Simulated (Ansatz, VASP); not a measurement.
Two plane-wave programs on Ba

```
Ba
1.0
    -2.37894    2.37894    2.37894
     2.37894   -2.37894    2.37894
     2.37894    2.37894   -2.37894
Ba
1
Direct
  0.00000 0.00000 0.00000
```

Alike in both runs: functional LDA; k mesh 9 × 9 × 9; occupations fermi-dirac, width 0.1 eV; no spin polarisation.

Ansatz relaxed the structure, and its values are those at the end. VASP's run is a single point on that final structure, the one shown.

|  | VASP | Ansatz |
| --- | --- | --- |
| version | VASP 6.6.1 | Ansatz 0.2.0 |
| potentials or method | VASP PAW LDA potentials, release 64 (Ba_sv), cutoff 520 eV | plane waves (420 eV) with PAW, scalar-relativistic |
| valence electrons in the cell | 10 | 10 |

|  | VASP | Ansatz | Ansatz less VASP |
| --- | --- | --- | --- |
| pressure (GPa) | 0.1 | 0.0 | -0.10 |

Ansatz warns that its potentials were made for another functional, while VASP's fit it. LDA's correlation is that of Perdew and Zunger in VASP and of Perdew and Wang (1992) in Ansatz.

Spin-orbit coupling is off throughout.
